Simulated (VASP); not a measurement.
# Al14CN16 (a cell with a defect) in VASP: electric field gradients with HSE06

Aim: the electric field gradients of Al14CN16 (a cell with a defect) with HSE06.

Program: VASP 6.6.1. These are calculated values, not measurements. Logs are shortened: lines on timing, memory, paths and dates and some standing lists are left out, and cuts for length are marked.

## Step 1: The cell of the first run

The cell holds a defect, 31 atoms: a = 6.260 Å, b = 6.260 Å, c = 10.035 Å, α = 90.00°, β = 90.00°, γ = 120.00°.

## Step 2: Electric field gradients, HSE06, collinear spin

File POSCAR:

```
Al14CN16
1.0
    6.2595139128      0.0000000578      0.0000000000
   -3.1297570064      5.4208980350      0.0000000000
    0.0000000000      0.0000000000     10.0348065929
C N Al
1 16 14
Direct
    0.3820590877      0.1184474868      0.2681373472
    0.3611467859      0.1395706895      0.3971626186
    0.1338197546      0.3661381491      0.1784936322
    0.3237135400      0.1755402055      0.9388632874
    0.1619912390      0.3380394387      0.7015805375
    0.3545820366      0.6899725264      0.4406235235
    0.2110800534      0.8875947992      0.1987671726
    0.3318603058      0.6816423146      0.9367591993
    0.1662993504      0.8412885684      0.6849532496
    0.8099750841      0.1455241639      0.4404535057
    0.6122765286      0.2894014106      0.1986357126
    0.8177346464      0.1674855932      0.9368571072
    0.6590006694      0.3338559532      0.6850035909
    0.8364276776      0.6642018235      0.4382074379
    0.6711434219      0.8288023962      0.1871803041
    0.8331194295      0.6661966131      0.9473325265
    0.6685711909      0.8316372849      0.6943655677
    0.3256057596      0.1744495321      0.7471288133
    0.1547838612      0.3447261784      0.9974717366
    0.3398339657      0.6594803699      0.2576328163
    0.1691706108      0.8269411916      0.4946475194
    0.3298961843      0.6695650167      0.7444269386
    0.1756411529      0.8495815813      1.0035788130
    0.8401765754      0.1602791793      0.2574714013
    0.6738046175      0.3313666093      0.4946787514
    0.8304845210      0.1701854574      0.7445214215
    0.6497428245      0.3239457014      1.0034996641
    0.8326352761      0.6676730463      0.2531916045
    0.6705414139      0.8299106414      0.5044181884
    0.8331428361      0.6670079357      0.7515604953
    0.6633090999      0.8362833788      0.9985174954
```

File INCAR.step1:

```
SYSTEM = Al14CN16
PREC     = Accurate       ! precision mode
ENCUT    = 520            ! plane-wave cutoff, eV
ISMEAR   = -1             ! smearing method
SIGMA    = 0.01           ! smearing width, eV
LREAL    = Auto         
LASPH    = .TRUE.         ! aspherical terms in the spheres
NELM     = 200            ! most SCF steps
ALGO     = Normal         ! electronic algorithm
ISIF     = 2              ! what is computed and relaxed
LWAVE    = .TRUE.         ! write WAVECAR
LCHARG   = .FALSE.        ! write CHGCAR
ISPIN    = 2              ! spin polarisation
MAGMOM   = -0.01 0.01 0.01 0.01 0.2 0.3 0 0.01 0 0.28 0 0.01 0 0 0 0 0 0 0 0 0 0 0 0 0 0 0 0 0 0 0 ! initial moments
LORBIT   = 11             ! projections on sites
NUPDOWN  = 1.0            ! fixed moment
GGA      = PE             ! functional
EDIFF    = 1E-5           ! SCF threshold, eV
NELECT   = 127.0        
NBANDS   = 88             ! bands
GGA_COMPAT= .FALSE.      
ISYM     = -1
```

File INCAR.step2:

```
SYSTEM = Al14CN16
PREC     = Accurate       ! precision mode
ENCUT    = 520            ! plane-wave cutoff, eV
EDIFF    = 1E-8           ! SCF threshold, eV
ISMEAR   = -1             ! smearing method
SIGMA    = 0.01           ! smearing width, eV
LREAL    = Auto         
LASPH    = .TRUE.         ! aspherical terms in the spheres
NELM     = 200            ! most SCF steps
ALGO     = Normal         ! electronic algorithm
ISIF     = 2              ! what is computed and relaxed
LWAVE    = .FALSE.        ! write WAVECAR
LCHARG   = .FALSE.        ! write CHGCAR
ISPIN    = 2              ! spin polarisation
MAGMOM   = -0.01 0.01 0.01 0.01 0.2 0.3 0 0.01 0 0.28 0 0.01 0 0 0 0 0 0 0 0 0 0 0 0 0 0 0 0 0 0 0 ! initial moments
LORBIT   = 11             ! projections on sites
NUPDOWN  = 1.0            ! fixed moment
GGA      = PE             ! functional
LHFCALC  = .TRUE.         ! exact exchange
HFSCREEN = 0.2079         ! screening, 1/A
PRECFOCK = Fast         
LEFG     = .TRUE.       
ISTART   = 1            
NELECT   = 127.0        
NBANDS   = 88             ! bands
GGA_COMPAT= .FALSE.      
ISYM     = -1
```

File KPOINTS:

```
explicit points
1
Reciprocal
  0.25000000   0.25000000   0.25000000 1
```

Potentials or basis: VASP PAW PBE potentials, release 64 (C, N, Al).

Run with:

```console
cat potpaw_PBE.64/C/POTCAR potpaw_PBE.64/N/POTCAR potpaw_PBE.64/Al/POTCAR > POTCAR
cp INCAR.step1 INCAR
mpirun -np 1 vasp_std > vasp.out
cp INCAR.step2 INCAR
mpirun -np 1 vasp_std > vasp.out
```

OUTCAR:

```text
SYSTEM = Al14CN16
   PREC = Accurate
   ENCUT = 520
   EDIFF = 1E-8
   ISMEAR = -1
   LREAL = Auto
   LASPH = .TRUE.
   NELM = 200
   ISIF = 2
   ISPIN = 2
   LORBIT = 11
   NUPDOWN = 1.0
   GGA = PE
   LHFCALC = .TRUE.
   HFSCREEN = 0.2079
   PRECFOCK = Fast
   ISTART = 1
   NELECT = 127.0
   ISYM = -1

 ion  position               nearest neighbor table
   1  0.382  0.118  0.268-   2 1.31  11 1.47   7 1.47
   2  0.361  0.140  0.397-   1 1.31  21 1.97  25 1.97
   3  0.134  0.366  0.178-  20 1.82  24 1.82  19 1.83
   4  0.324  0.176  0.939-  27 1.88  23 1.88  18 1.92  19 1.92
   5  0.162  0.338  0.702-  18 1.83  22 1.85  26 1.85
   6  0.355  0.690  0.441-  29 1.83  21 1.84  20 1.84
   7  0.211  0.888  0.199-   1 1.47  23 1.97  20 2.05  28 2.13
   8  0.332  0.682  0.937-  23 1.88  31 1.90  19 1.93  22 1.93
   9  0.166  0.841  0.685-  18 1.91  21 1.91  22 1.91  30 1.93
  10  0.810  0.146  0.440-  29 1.83  25 1.84  24 1.84
  11  0.612  0.289  0.199-   1 1.47  27 1.97  24 2.05  28 2.13
  12  0.818  0.167  0.937-  27 1.88  31 1.90  19 1.93  26 1.93
  13  0.659  0.334  0.685-  18 1.91  25 1.91  26 1.91  30 1.93
  14  0.836  0.664  0.438-  28 1.86  21 1.89  25 1.89  29 1.92
  15  0.671  0.829  0.187-  28 1.87  31 1.90  20 1.93  24 1.93
  16  0.833  0.666  0.947-  31 1.91  27 1.94  23 1.94  30 1.96
  17  0.669  0.832  0.694-  30 1.87  26 1.90  22 1.90  29 1.91
[... 6 lines left out ...]
  21  0.169  0.827  0.495-   6 1.84  14 1.89   9 1.91   2 1.97  20 3.00  28 3.03  22 3.04  25 3.10
                            29 3.13  29 3.13  30 3.16  25 3.16  18 3.16
  22  0.330  0.670  0.744-   5 1.85  17 1.90   9 1.91   8 1.93  29 3.04  21 3.04  18 3.09  19 3.09
                            30 3.10  31 3.13  26 3.13  26 3.13  30 3.16  23 3.17  18 3.17
  23  0.176  0.850  0.004-   8 1.88   4 1.88  16 1.94   7 1.97  27 2.97  31 3.10  19 3.10  18 3.12
                            28 3.12  30 3.14  31 3.17  19 3.17  22 3.17  20 3.19  27 3.29
  24  0.840  0.160  0.257-   3 1.82  10 1.84  15 1.93  11 2.05  25 3.00  29 3.06  28 3.06  19 3.12
                            20 3.13  20 3.13  31 3.14  27 3.19  28 3.20
  25  0.674  0.331  0.495-  10 1.84  14 1.89  13 1.91   2 1.97  24 3.00  28 3.03  26 3.04  21 3.10
                            29 3.13  29 3.13  30 3.16  21 3.16  18 3.16
  26  0.830  0.170  0.745-   5 1.85  17 1.90  13 1.91  12 1.93  29 3.04  25 3.04  18 3.09  19 3.09
                            30 3.10  22 3.13  31 3.13  22 3.13  30 3.16  27 3.17  18 3.17
  27  0.650  0.324  0.003-  12 1.88   4 1.88  16 1.94  11 1.97  23 2.97  31 3.10  19 3.10  18 3.12
                            28 3.12  30 3.14  31 3.17  19 3.17  26 3.17  24 3.19  23 3.29
  28  0.833  0.668  0.253-  14 1.86  15 1.87  11 2.13   7 2.13  25 3.03  21 3.03  20 3.06  24 3.06
                            29 3.07  23 3.12  27 3.12  31 3.14  24 3.20  20 3.20
  29  0.671  0.830  0.504-  10 1.83   6 1.83  17 1.91  14 1.92  26 3.04  22 3.04  30 3.04  20 3.06
                            24 3.06  28 3.07  25 3.13  21 3.13  21 3.13  25 3.13
  30  0.833  0.667  0.752-  17 1.87  13 1.93   9 1.93  16 1.96  29 3.04  31 3.09  22 3.10  26 3.10
                            18 3.13  18 3.13  23 3.14  27 3.14  25 3.16  21 3.16  26 3.16  22 3.16
[... 367 lines left out ...]
      0.06006      3.74027      4.42157         0.101363      0.240405     -0.098921
[... 23 lines left out ...]
      3.12750      3.61578      7.54176        -0.021639      0.010149     -0.025127
      1.53463      4.53341     10.01993        -0.042035      0.015742     -0.028575
 -----------------------------------------------------------------------------------
    total drift:                                0.004183     -0.005758      0.001825

  FREE ENERGIE OF THE ION-ELECTRON SYSTEM (eV)
  ---------------------------------------------------
  free  energy   TOTEN  =      -265.4614792135 eV

  energy  without entropy=     -265.4614792135  energy(sigma->0) =     -265.46147921

 Electric field gradients (V/A^2)
---------------------------------------------------------------------
 ion       V_xx      V_yy      V_zz      V_xy      V_xz      V_yz
---------------------------------------------------------------------
   1      23.766     9.050   -32.816   -12.608     7.942    -4.355
   2      -2.661   -23.598    26.259   -17.677     6.809    -3.970
   3      -1.140    11.802   -10.662    11.306    -7.642     4.616
   4       0.161    10.779   -10.940     8.874    -1.953     0.855
   5      -9.739    -0.177     9.917     8.728     3.555    -2.023
   6     -18.920    34.215   -15.295     8.254    -2.762   -19.561
[... 23 lines left out ...]
  30      -8.947     1.488     7.459     9.173     1.488    -0.547
  31      -3.885     2.501     1.384     5.896    -8.265     4.989
---------------------------------------------------------------------

 Electric field gradients after diagonalization (V/A^2)
 (convention: |V_zz| > |V_xx| > |V_yy|)
----------------------------------------------------------------------
 ion       V_xx      V_yy      V_zz     asymmetry (V_yy - V_xx)/ V_zz
----------------------------------------------------------------------
   1      32.266     1.811   -34.077       0.894
   2      29.120     4.554   -33.674       0.730
   3     -18.228    -0.131    18.359       0.986
   4     -11.609    -4.204    15.813       0.468
   5      10.574     4.992   -15.566       0.359
   6     -22.096   -20.153    42.249       0.046
[... 23 lines left out ...]
  30       7.661     6.733   -14.394       0.064
  31       7.600     6.012   -13.612       0.117
----------------------------------------------------------------------

           NMR quadrupolar parameters

 Cq : quadrupolar parameter    Cq=e*Q*V_zz/h
 eta: asymmetry parameters     (V_yy - V_xx)/ V_zz
 Q  : nuclear electric quadrupole moment in mb (millibarn)
----------------------------------------------------------------------
 ion       Cq(MHz)       eta       Q (mb)
----------------------------------------------------------------------
   1      -0.082       0.894       1.000
   2      -0.081       0.730       1.000
   3       0.044       0.986       1.000
   4       0.038       0.468       1.000
   5      -0.038       0.359       1.000
   6       0.102       0.046       1.000
[... 23 lines left out ...]
  30      -0.035       0.064       1.000
  31      -0.033       0.117       1.000
----------------------------------------------------------------------

 total charge

# of ion       s       p       d       tot
------------------------------------------
    1        0.844   1.568   0.000   2.412
    2        1.248   2.645   0.000   3.893
    3        1.240   2.606   0.000   3.845
    4        1.233   2.622   0.000   3.854
    5        1.246   2.555   0.000   3.801
    6        1.255   2.548   0.000   3.803
[... 23 lines left out ...]
   30        0.428   0.434   0.000   0.861
   31        0.430   0.450   0.000   0.880
--------------------------------------------------
tot         26.650  49.442   0.000  76.092

 magnetization (x)

# of ion       s       p       d       tot
------------------------------------------
    1       -0.001  -0.008   0.000  -0.009
    2       -0.000   0.019   0.000   0.018
    3        0.001   0.010   0.000   0.011
    4        0.001   0.008   0.000   0.009
    5        0.011   0.158   0.000   0.168
    6        0.008   0.262   0.000   0.270
[... 23 lines left out ...]
   30       -0.000  -0.000   0.000  -0.000
   31       -0.000  -0.000   0.000  -0.000
--------------------------------------------------
tot          0.014   0.702   0.000   0.716
```

It took 14 min on 1 thread of Intel Xeon Platinum 8124M at 3.00GHz (Skylake/Cascade Lake), shared host; peak memory 0.75 GiB.

Results:

```
Free energy                                           : -265.4615 eV
Largest force                                         : 0.502 eV/Å
Net moment                                            : 1.00 μB per cell
Site moments                                          : C -0.01; N +0.02, +0.01, +0.17, +0.27, -0.00, +0.26, +0.00 (each value once); Al -0.00, +0.00, -0.01 (each value once) μB
Largest electric field gradient by atom               : C -34.1; N -33.7, +18.4, +15.8, -15.6, +42.2, +70.2, +13.7, +18.8, +39.7, +70.0, +13.8, +9.5, +14.2, -18.7, +10.0 (each value once); Al -24.3, -17.3, -44.1, +25.2, -16.4, -17.8, -44.2, +25.4, -16.3, -17.5, -42.0, +15.0, -14.4, -13.6 V/Å²
Valence electrons inside the program's atomic spheres : C 2.41; N 3.89, 3.85, 3.80, 3.84, 3.81, 3.88, 3.86, 3.87 (each value once); Al 0.89, 0.88, 0.87, 0.82, 0.91, 0.86 (each value once)
```

Forces on the atoms (eV/Å):
```
C    0.099 -0.045  0.234
N    0.150 -0.099 -0.468
N   -0.099  0.064  0.062
N    0.079 -0.041  0.078
N   -0.001  0.000  0.084
N    0.101  0.240 -0.099
N    0.059  0.062  0.129
N   -0.016  0.049  0.105
N    0.037 -0.039 -0.052
N   -0.189 -0.219 -0.108
N   -0.048 -0.077  0.119
N   -0.048  0.000  0.105
N    0.043 -0.011 -0.053
N    0.052 -0.023 -0.104
N    0.022 -0.023  0.081
N   -0.011  0.007  0.050
N   -0.010  0.003 -0.088
Al  -0.198  0.115 -0.023
Al   0.007  0.004 -0.053
Al   0.028 -0.031 -0.181
Al  -0.076  0.065  0.112
Al  -0.006 -0.202  0.061
Al   0.046  0.064 -0.103
Al   0.043 -0.018 -0.127
Al  -0.070  0.010  0.095
Al   0.173  0.105  0.048
Al  -0.027 -0.071 -0.095
Al  -0.134  0.080  0.091
Al   0.058  0.003  0.153
Al  -0.022  0.010 -0.025
Al  -0.042  0.016 -0.029
```

Electric field gradients, principal values (V/Å²):
| atom | least | middle | greatest (by size) |
| --- | --- | --- | --- |
| 1 C | 1.811 | 32.266 | -34.077 |
| 2 N | 4.554 | 29.120 | -33.674 |
| 3 N | -0.131 | -18.228 | 18.359 |
| 4 N | -4.204 | -11.609 | 15.813 |
| 5 N | 4.992 | 10.574 | -15.566 |
| 6 N | -20.153 | -22.096 | 42.249 |
| 7 N | -26.124 | -44.079 | 70.203 |
| 8 N | -2.235 | -11.461 | 13.695 |
| 9 N | -6.491 | -12.292 | 18.783 |
| 10 N | -19.145 | -20.522 | 39.667 |
| 11 N | -25.567 | -44.427 | 69.994 |
| 12 N | -2.010 | -11.752 | 13.762 |
| 13 N | -6.558 | -12.279 | 18.837 |
| 14 N | -0.808 | -8.670 | 9.479 |
| 15 N | -1.809 | -12.403 | 14.212 |
| 16 N | 3.053 | 15.613 | -18.665 |
| 17 N | -1.373 | -8.597 | 9.970 |
| 18 Al | 8.988 | 15.360 | -24.349 |
| 19 Al | 3.669 | 13.628 | -17.297 |
| 20 Al | 3.122 | 40.950 | -44.072 |
| 21 Al | -1.803 | -23.412 | 25.215 |
| 22 Al | 1.858 | 14.567 | -16.425 |
| 23 Al | 4.039 | 13.728 | -17.766 |
| 24 Al | 3.205 | 40.965 | -44.170 |
| 25 Al | -1.720 | -23.699 | 25.420 |
| 26 Al | 1.809 | 14.534 | -16.343 |
| 27 Al | 3.889 | 13.621 | -17.510 |
| 28 Al | 4.775 | 37.271 | -42.046 |
| 29 Al | -2.498 | -12.471 | 14.969 |
| 30 Al | 6.733 | 7.661 | -14.394 |
| 31 Al | 6.012 | 7.600 | -13.612 |

Caveat: the cell carries a net charge on a neutralising background, which shifts energy and pressure; without QUAD_EFG the Cq values of the log hold for a quadrupole moment of 1 mb, not for the nuclei; the PAW data sets were made with another functional, which shifts forces and pressure a little; the total moment is fixed, so each spin has its own Fermi level and the state may be an excited one.
